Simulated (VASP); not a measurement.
A run of VASP 6.6.1:

INCAR

```
ALGO     = Fast           # electronic algorithm
EDIFF    = 1E-6           # SCF threshold, eV
EDIFFG   = -0.002         # ionic threshold
ENCUT    = 600            # plane-wave cutoff, eV
GGA      = PE             # functional
IBRION   = 2              # ionic algorithm
ISIF     = 3              # what is computed and relaxed
ISMEAR   = 0              # smearing method
LASPH    = T              # aspherical terms in the spheres
LCHARG   = F              # write CHGCAR
LREAL    = F              # projectors in reciprocal space
LWAVE    = F              # write WAVECAR
NELM     = 100            # most SCF steps
NSW      = 100            # ionic steps
PREC     = Accurate       # precision mode
SIGMA    = 0.1            # smearing width, eV
```

KPOINTS

```
k-points
0
Gamma
  10 10 8
```

File POSCAR:

```
Ga
1.0
    2.2160233300     -3.7989918400      0.0000000000
    2.2160233300      3.7989918400      0.0000000000
    0.0000000000      0.0000000000      4.5555035300
Ga
4
Direct
    0.6556957200      0.3443042800      0.4154013900
    0.8443042800      0.1556957200      0.9154013900
    0.3443042800      0.6556957200      0.5845986100
    0.1556957200      0.8443042800      0.0845986100
```

Potentials or basis: VASP PAW PBE potentials, release 64 (Ga_d).

Launch:

```sh
$ cat potpaw_PBE.64/Ga_d/POTCAR > POTCAR
$ mpirun -np 1 vasp_std > vasp.out
```

Hardware: 1 thread of Intel(R) Xeon(R) Platinum 8488C (Sapphire Rapids) (shared host).

Question: Estimate the wall time of this run.

Answer: Run time: 55 min on 1 thread of Intel(R) Xeon(R) Platinum 8488C (Sapphire Rapids), on a shared host, peak memory 0.46 GiB. Counts: scf iterations 175, k points 155, ion steps 32.
